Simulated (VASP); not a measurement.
# LiF: single point with PBE

Crystal: LiF.

```xyz
4
Lattice="3.0730 0.0000 0.0000 -1.5365 2.6613 0.0000 0.0000 0.0000 5.2751" Properties=species:S:1:pos:R:3 pbc="T T T"
Li    0.0000    1.7742    2.0102
Li    1.5365    0.8871    4.6477
F     0.0000    1.7742    5.2430
F     1.5365    0.8871    2.6055
```

This cell differs from its parent crystal: volume 10.785 Å^3 an atom, c/a of the conventional cell 1.7166.

```yaml
Program: VASP 6.6.1
Task: single point
Functional: PBE
Potentials_or_basis: VASP PAW PBE potentials, release 64 (Li_sv, F)
Cutoff: 520 eV
k_mesh: 9 × 9 × 6
Occupations: gaussian, width 0.05 eV
Spin: no spin polarisation
Dipole_correction: no
Further_INCAR_settings: ALGO = Normal; EDIFF = 1e-06; NBANDS = 18
```

```yaml
Largest_force: 0.162 eV/Å
Band_gap_on_the_k_mesh: 7.46 eV, direct
```

Forces in eV/Å, atoms in the order of the input:
```
Li   0.000  0.000 -0.162
Li   0.000  0.000 -0.162
F    0.000  0.000  0.162
F    0.000  0.000  0.162
```

Levels at points of the mesh, in eV from the valence-band top:
| k point | band 6 | band 7 | band 8 | band 9 | band 10 | band 11 | band 12 | band 13 | band 14 | band 15 |
| --- | --- | --- | --- | --- | --- | --- | --- | --- | --- | --- |
| (0.00, 0.00, 0.00) | -0.19 | -0.19 | -0.01 | 0.00 | 0.00 | 7.46 | 11.19 | 14.16 | 18.28 | 18.77 |
| (0.00, 0.00, 0.50) | -0.98 | -0.09 | -0.09 | -0.09 | -0.09 | 8.99 | 8.99 | 16.29 | 16.29 | 19.01 |

Run time: 62 s on 1 thread of AMD EPYC 7R13 (shared host), peak memory 0.14 GiB.

 A k mesh can miss the band edges.
